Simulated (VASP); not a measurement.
Here is a VASP 6.6.1 calculation.

Contents of POSCAR:

```
IrRu
1.0
    2.7249110840      0.0000000000      0.0000000000
   -1.3624555420      2.3598422218      0.0000000000
    0.0000000000      0.0000000000      4.3306976446
Ru Ir
1 1
Direct
    0.6666666667      0.3333333333      0.0000000000
    0.0000000000      0.0000000000      0.5000000000
```

The input INCAR.step1:

```
ALGO = Normal ; EDIFF = 1E-4
ENCUT = 520 ; GGA = PE
ISMEAR = 0 ; LASPH = True
LCHARG = False ; LREAL = False
LWAVE = True ; NBANDS = 18
NELM = 60 ; PREC = Accurate
SIGMA = 0.1
```

INCAR.step2

```
ALGO = Normal ; EDIFF = 1E-6
ENCUT = 520 ; ISIF = 2
ISMEAR = 0 ; ISTART = 1
LASPH = True ; LCHARG = False
LMIXTAU = True ; LREAL = False
LWAVE = False ; METAGGA = R2SCAN
NBANDS = 18 ; NELM = 60
PREC = Accurate ; SIGMA = 0.1
```

KPOINTS

```
k-points
0
Gamma
  21 21 12
```

Potentials or basis: VASP PAW PBE potentials, release 64 (Ru_pv, Ir).

Launch:

```sh
$ cat potpaw_PBE.64/Ru_pv/POTCAR potpaw_PBE.64/Ir/POTCAR > POTCAR
$ cp INCAR.step1 INCAR
$ mpirun -np 1 vasp_std > vasp.out
$ cp INCAR.step2 INCAR
$ mpirun -np 1 vasp_std > vasp.out
```

(1) What does it give for the pressure?

Answers

(1) 0.1 GPa.

Caveat: the PAW data sets were made with another functional, which shifts forces and pressure a little.
